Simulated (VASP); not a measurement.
# Al in VASP: a series of runs

The runs below take Al through relaxation of cell and atoms, single point, with PBE.

Program: VASP 6.6.1. These are calculated values, not measurements. Logs are shortened: lines on timing, memory, paths and dates and some standing lists are left out, and cuts for length are marked.

## (1) The cell of the first run

Symmetry: P-62m, No. 189, hexagonal system. The conventional cell has a = 4.874 Å, b = 4.874 Å, c = 4.533 Å, α = 90.00°, β = 90.00°, γ = 120.00°. Within 3.6 Å of Al (site symmetry m2m) lie 10 Al at 2.76 to 2.84 Å. Al (site symmetry -6) has 9 Al at 2.80 to 2.81 Å within 3.7 Å.

## (2) Relaxation of cell and atoms, PBE

Contents of INCAR:

```
PREC = Accurate ; ENCUT = 600
EDIFF = 1E-6 ; ISMEAR = 0
SIGMA = 0.1 ; LREAL = False
LASPH = True ; NELM = 80
ALGO = Normal ; ISIF = 3
LWAVE = False ; LCHARG = False
GGA = PE ; IBRION = 2
NSW = 100 ; EDIFFG = -0.01
```

Contents of KPOINTS:

```
regular mesh
0
Gamma
  9 9 8
```

Contents of POSCAR:

```
Al
1.0
    4.8739658899      0.0000000000      0.0000000000
   -2.4369829449      4.2209782778      0.0000000000
    0.0000000000      0.0000000000      4.5326129127
Al
5
Direct
    0.0000000000      0.6728396781      0.5000000000
    0.3271603219      0.3271603219      0.5000000000
    0.6728396781      0.0000000000      0.5000000000
    0.6666666667      0.3333333333      0.0000000000
    0.3333333333      0.6666666667      0.0000000000
```

Potentials or basis: VASP PAW PBE potentials, release 64 (Al).

Launch:

```console
$ cat potpaw_PBE.64/Al/POTCAR > POTCAR
$ mpirun -np 1 vasp_std > vasp.out
```

OUTCAR:

```text
PREC = Accurate
   ENCUT = 600
   EDIFF = 1E-6
   ISMEAR = 0
   LREAL = False
   LASPH = True
   NELM = 80
   ISIF = 3
   GGA = PE
   IBRION = 2
   NSW = 100
   EDIFFG = -0.01

 ion  position               nearest neighbor table
   1  0.000  0.673  0.500-   2 2.76   3 2.76   5 2.80   5 2.80   4 2.80   4 2.80   3 2.84   2 2.84
                             2 2.84   3 2.84
   2  0.327  0.327  0.500-   1 2.76   3 2.76   5 2.80   5 2.80   4 2.80   4 2.80   3 2.84   1 2.84
                             3 2.84   1 2.84
   3  0.673  0.000  0.500-   1 2.76   2 2.76   4 2.80   4 2.80   5 2.80   5 2.80   1 2.84   2 2.84
                             2 2.84   1 2.84
   4  0.667  0.333  0.000-   3 2.80   3 2.80   1 2.80   1 2.80   2 2.80   2 2.80   5 2.81   5 2.81
                             5 2.81
   5  0.333  0.667  0.000-   1 2.80   1 2.80   3 2.80   3 2.80   2 2.80   2 2.80   4 2.81   4 2.81
                             4 2.81

  LATTYP: Found a hexagonal cell.
 ALAT       =     4.8739658899
 C/A-ratio  =     0.9299640201

  Lattice vectors:

 A1 = (   4.8739658899,   0.0000000000,   0.0000000000)
 A2 = (  -2.4369829449,   4.2209782778,   0.0000000000)
 A3 = (   0.0000000000,   0.0000000000,   4.5326129127)

Analysis of symmetry for initial positions (statically):
=====================================================================
 Subroutine PRICEL returns:
 Original cell was already a primitive cell.

 Routine SETGRP: Setting up the symmetry group for a
 hexagonal supercell.

 Subroutine GETGRP returns: Found 12 space group operations
 (whereof 12 operations were pure point group operations)
 out of a pool of 24 trial point group operations.

The static configuration has the point symmetry D_3h.

Analysis of symmetry for dynamics (positions and initial velocities):
=====================================================================
 Subroutine PRICEL returns:
 Original cell was already a primitive cell.

 Routine SETGRP: Setting up the symmetry group for a
 hexagonal supercell.

 Subroutine GETGRP returns: Found 12 space group operations
 (whereof 12 operations were pure point group operations)
 out of a pool of 24 trial point group operations.

The dynamic configuration has the point symmetry D_3h.

 Subroutine INISYM returns: Found 12 space group operations
 (whereof 12 operations are pure point group operations),
 and found     1 'primitive' translations

----------------------------------------------------------------------------------------

                                     Primitive cell

  volume of cell :      93.2490

  direct lattice vectors                    reciprocal lattice vectors
     4.873965890  0.000000000  0.000000000     0.205171727  0.118455952  0.000000000
    -2.436982945  4.220978278  0.000000000     0.000000000  0.236911904  0.000000000
     0.000000000  0.000000000  4.532612913     0.000000000  0.000000000  0.220623296

  length of vectors
     4.873965890  4.873965890  4.532612913     0.236911904  0.236911904  0.220623296

  position of ions in fractional coordinates (direct lattice)
     0.000000000  0.672839678  0.500000000
     0.327160322  0.327160322  0.500000000
     0.672839678  0.000000000  0.500000000
     0.666666667  0.333333333  0.000000000
     0.333333333  0.666666667  0.000000000

  ion indices of the primitive-cell ions
   primitive index   ion index
                 1           1
                 2           2
                 3           3
                 4           4
                 5           5

----------------------------------------------------------------------------------------

 KPOINTS: regular mesh

Automatic generation of k-mesh.
 Grid dimensions read from file:
 generate k-points for:    9    9    8

 Generating k-lattice:

  Cartesian coordinates                     Fractional coordinates (reciprocal lattice)
     0.022796859  0.013161772  0.000000000     0.111111111  0.000000000  0.000000000
     0.000000000  0.026323545  0.000000000     0.000000000  0.111111111  0.000000000
     0.000000000  0.000000000  0.027577912     0.000000000  0.000000000  0.125000000

  Length of vectors
     0.026323545  0.026323545  0.027577912

  Shift w.r.t. Gamma in fractional coordinates (k-lattice)
     0.000000000  0.000000000  0.000000000

 Subroutine IBZKPT returns following result:
 ===========================================

 Found     60 irreducible k-points:

 Following reciprocal coordinates:
            Coordinates               Weight
  0.000000  0.000000  0.000000      1.000000
  0.111111  0.000000  0.000000      6.000000
  0.222222  0.000000  0.000000      6.000000
  0.333333  0.000000  0.000000      6.000000
  0.444444  0.000000  0.000000      6.000000
  0.111111  0.111111  0.000000      6.000000
[... 16 lines left out ...]
  0.333333  0.222222  0.125000     24.000000
  0.333333  0.333333  0.125000      4.000000
 [... further k-points ...]
   k-points           NKPTS =     60   k-points in BZ     NKDIM =     60   number of bands    NBANDS=     11
   number of dos      NEDOS =    301   number of ions     NIONS =      5
   total plane-waves  NPLWV =  57600
   dimension x,y,z NGX =    40 NGY =   40 NGZ =   36
   dimension x,y,z NGXF=    80 NGYF=   80 NGZF=   72
   ions per type =               5
   NGX,Y,Z   is equivalent  to a cutoff of  13.64, 13.64, 13.20 a.u.
   NGXF,Y,Z  is equivalent  to a cutoff of  27.29, 27.29, 26.41 a.u.
 SYSTEM =  unknown system
   PREC   = accura    normal or accurate (medium, high low for compatibility)
   ISTART =      0    job   : 0-new  1-cont  2-samecut
   ICHARG =      2    charge: 1-file 2-atom 10-const
   ISPIN  =      1    spin polarized calculation?
   LNONCOLLINEAR =      F non collinear calculations
   LSORBIT =      F    spin-orbit coupling
   LASPH  =      T    aspherical Exc in radial PAW
   ENCUT  =  600.0 eV  44.10 Ry    6.64 a.u.   9.73  9.73  9.05*2*pi/ulx,y,z
   NELM   =     80;   NELMIN=  2; NELMDL= -5     # of ELM steps
   EDIFF  = 0.1E-05   stopping-criterion for ELM
   LREAL  =      F    real-space projection
   EDIFFG = -.1E-01   stopping-criterion for IOM
   NSW    =    100    number of steps for IOM
   IBRION =      2    ionic relax: 0-MD 1-quasi-New 2-CG
   NFREE  =      1    steps in history (QN), initial steepest desc. (CG)
   ISIF   =      3    stress and relaxation
   ISYM   =      2    0-nonsym 1-usesym 2-fastsym
   POTIM  = 0.5000    time-step for ionic-motion
   TEBEG  =    0.0;   TEEND  =   0.0 temperature during run
   PSTRESS=    0.0 pullay stress
   NELECT =      15.0000    total number of electrons
   NUPDOWN=      -1.0000    fix difference up-down
   EMIN   =  10.00;   EMAX   =-10.00  energy-range for DOS
   EFERMI =   0.00;   METHOD = LEGACY
   ISMEAR =     0;   SIGMA  =   0.10  broadening in eV -4-tet -1-fermi 0-gaus
   EFERMI_NEDOS =   21; number of points for ismear=-14 and -15
   IALGO  =     38    algorithm
   IMIX   =      4    mixing-type and parameters
     AMIX     =   0.40;   BMIX     =  1.00
     AMIX_MAG =   1.60;   BMIX_MAG =  1.00
  volume/ion in A,a.u.               =      18.65       125.86
  Fermi-wavevector in a.u.,A,eV,Ry     =   0.890343  1.682504 10.785475  0.792710
  Thomas-Fermi vector in A             =   2.012021
   LORBIT       =      0    0 simple, 1 ext, 2 COOP (PROOUT), +10 PAW based schemes
   GGA     = PE    functional components
   LHFCALC =     F    Hartree Fock is set to
   AEXX    =    0.0000 exact exchange contribution
   IVDW    =     0    specifies the selected vdW correction
   LEPSILON=     F    determine dielectric tensor
   LRPA    =     F    only Hartree local field effects (RPA)
 conjugate gradient relaxation of ions
 non-spin polarized calculation
 Gauss-broadening in eV      SIGMA  =   0.10
  energy-cutoff  :      600.00
  volume of cell :       93.25
 maximum number of plane-waves:      3163
 NGX is ok and might be reduce to    40
   NGX = 19   NGY = 19   NGZ = 19

--------------------------------------- Ionic step        1  -------------------------------------------

 number of electron      15.0000000 magnetization

 Free energy of the ion-electron system (eV)
  ---------------------------------------------------
  ext. energy  EPLUGINS =         0.00000000
  ---------------------------------------------------
  free energy    TOTEN  =       -18.06275907 eV

  energy without entropy =      -18.04639941  energy(sigma->0) =      -18.05457924

------------------------ aborting loop because EDIFF is reached ----------------------------------------

  FORCE on cell =-STRESS in cart. coord.  units (eV):
  Direction    XX          YY          ZZ          XY          YZ          ZX
  --------------------------------------------------------------------------------------
  -------------------------------------------------------------------------------------
  Total       -0.2534376     -0.2534376      0.9780563     -0.0000000      0.0000000     -0.0000000
  in kB       -4.3544918     -4.3544918     16.8046779     -0.0000000      0.0000000     -0.0000000
  external PRESSURE =       2.6985647 kB  Pullay stress =       0.0000000 kB
[... 258 lines left out ...]
  energy  without entropy=      -18.0736988716  energy(sigma->0) =      -18.08047540

--------------------------------------- Ionic step        8  -------------------------------------------

 number of electron      15.0000000 magnetization

 Free energy of the ion-electron system (eV)
  ---------------------------------------------------
  ext. energy  EPLUGINS =         0.00000000
  ---------------------------------------------------
  free energy    TOTEN  =       -18.08732922 eV

  energy without entropy =      -18.07373940  energy(sigma->0) =      -18.08053431

 E-fermi :   6.5979     XC(G=0):  -9.6048

 val. band max:        6.5977790744   @ k =   0.2222   0.1111   0.0000
 cond. band min:       6.6100037508   @ k =   0.2222   0.0000   0.5000
 fundamental gap:      0.0122246764
 Fermi energy:         6.5979456658

 k-point     1 :       0.0000    0.0000    0.0000
  band No.  band energies     occupation
      1      -3.9019      2.00000
      2       2.6940      2.00000
      3       2.8983      2.00000
      4       3.3920      2.00000
      5       3.8728      2.00000
      6       3.8728      2.00000
      7       5.1383      2.00000
      8       5.1383      2.00000
      9       5.3926      2.00000
     10       9.2730      0.00000
     11       9.9130      0.00000
[... 309 lines left out ...]
 k-point    24 :       0.3333    0.3333    0.1250
  band No.  band energies     occupation
      1      -1.4254      2.00000
      2      -1.4254      2.00000
      3      -0.0178      2.00000
      4       3.5700      2.00000
      5       3.5700      2.00000
      6       5.0440      2.00000
      7       6.6630      0.35759
      8       6.6630      0.35759
      9       7.0768      0.00000
     10       7.5357      0.00000
     11       7.5357      0.00000

 [... further k-points ...]
[... 5 lines left out ...]
  --------------------------------------------------------------------------------------
  -------------------------------------------------------------------------------------
  Total        0.0257244      0.0257244      0.0350802      0.0000000     -0.0000000     -0.0000000
  in kB        0.4398338      0.4398338      0.5997989      0.0000000     -0.0000000     -0.0000000
  external PRESSURE =       0.4931555 kB  Pullay stress =       0.0000000 kB
[... 20 lines left out ...]
  FREE ENERGIE OF THE ION-ELECTRON SYSTEM (eV)
  ---------------------------------------------------
  free  energy   TOTEN  =       -18.0873292201 eV

  energy  without entropy=      -18.0737393990  energy(sigma->0) =      -18.08053431

 reached required accuracy - stopping structural energy minimisation
```

Run time: 7.5 min. Hardware: 1 thread of AMD EPYC 7R13, shared host; peak memory 0.22 GiB.

What came out:

```yaml
Free_energy: -18.0873 eV
Relaxed_volume: 18.74 Å³/atom
Relaxed_cell: a = 4.824 Å, b = 4.824 Å, c = 4.649 Å, α = 90.00°, β = 90.00°, γ = 120.00°
Space_group_after_relaxing_to_0.05_Å: P-62m (No. 189)
Energy_gained_by_relaxing: 4.9 meV/atom
Ionic_steps: 8
Pressure_after_relaxing: 0.0 GPa
Largest_force_after_relaxing: 0.006 eV/Å
```

Forces in eV/Å, atoms in the order of the input:
```
Al   0.003 -0.005  0.000
Al   0.003  0.005  0.000
Al  -0.006  0.000  0.000
Al   0.000  0.000  0.000
Al   0.000  0.000  0.000
```

The path:
```
step  energy change (eV)  largest force (eV/Å)  pressure (GPa)  volume (Å³)
   1              0.0000                0.0405            0.27        93.25
   2             -0.0108                0.0848           -0.02        93.67
   3             -0.0173                0.1316           -0.75        94.89
   4             -0.0211                0.1151           -0.53        94.45
   5             -0.0232                0.0521            0.14        93.59
   6             -0.0234                0.0659           -0.01        93.78
   7             -0.0245                0.0197            0.03        93.72
   8             -0.0246                0.0061            0.05        93.71
```

Final structure:
```cif
data_structure
_symmetry_space_group_name_H-M 'P 1'
_symmetry_Int_Tables_number 1
_cell_length_a 4.8244
_cell_length_b 4.8244
_cell_length_c 4.6489
_cell_angle_alpha 90.000
_cell_angle_beta 90.000
_cell_angle_gamma 120.000
_cell_volume 93.71
loop_
_atom_site_label
_atom_site_type_symbol
_atom_site_fract_x
_atom_site_fract_y
_atom_site_fract_z
_atom_site_occupancy
Al1 Al 0.00000 0.66899 0.50000 1
Al2 Al 0.33101 0.33101 0.50000 1
Al3 Al 0.66899 0.00000 0.50000 1
Al4 Al 0.66667 0.33333 0.00000 1
Al5 Al 0.33333 0.66667 0.00000 1
```

Caveat: the bands computed are all filled at some k points, so no gap is given.

[end of part 1 of 2]
